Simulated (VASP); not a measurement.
Set up this calculation in VASP 6.6.1, as the native input.

```yaml
Task: electric field gradients
Functional: PBE
Potentials_or_basis: VASP PAW PBE potentials, release 64 (Cd, Se)
Cutoff: 520 eV
k_mesh: 8 × 8 × 8
Occupations: fermi-dirac, width 0.03 eV
Spin: no spin polarisation
Dipole_correction: no
Further_INCAR_settings: ALGO = Normal; EDIFF = 1e-08; NBANDS = 16
```

The structure of CdSe lies in POSCAR:

```
CdSe
1.0
    0.0000000000      3.0906047130      3.0906047130
    3.0906047130      0.0000000000      3.0906047130
    3.0906047130      3.0906047130      0.0000000000
Cd Se
1 1
Direct
    0.0000000000      0.0000000000      0.0000000000
    0.2500000000      0.2500000000      0.2500000000
```

This cell differs from its parent crystal: volume scaled by 1.02.

One way to write it, as run:

INCAR

```
PREC = Accurate ; ENCUT = 520
EDIFF = 1E-8 ; ISMEAR = -1
SIGMA = 0.03 ; LREAL = False
LASPH = True ; NELM = 100
ALGO = Normal ; ISIF = 2
LWAVE = False ; LCHARG = False
GGA = PE ; LEFG = True
NBANDS = 16
```

KPOINTS

```
Automatic mesh
0
Gamma
  8 8 8
```

Potentials or basis: VASP PAW PBE potentials, release 64 (Cd, Se).

Command:

```console
$ cat potpaw_PBE.64/Cd/POTCAR potpaw_PBE.64/Se/POTCAR > POTCAR
$ mpirun -np 1 vasp_std > vasp.out
```

It gave:

The pressure is 0.6 GPa and the band gap on the k mesh is 0.51 eV, direct.

Caveat: without QUAD_EFG the Cq values of the log hold for a quadrupole moment of 1 mb, not for the nuclei.

Wall time 16 s on 1 thread of Intel(R) Xeon(R) 6975P-C (Granite Rapids), with other jobs on the host, peak memory 0.21 GiB.
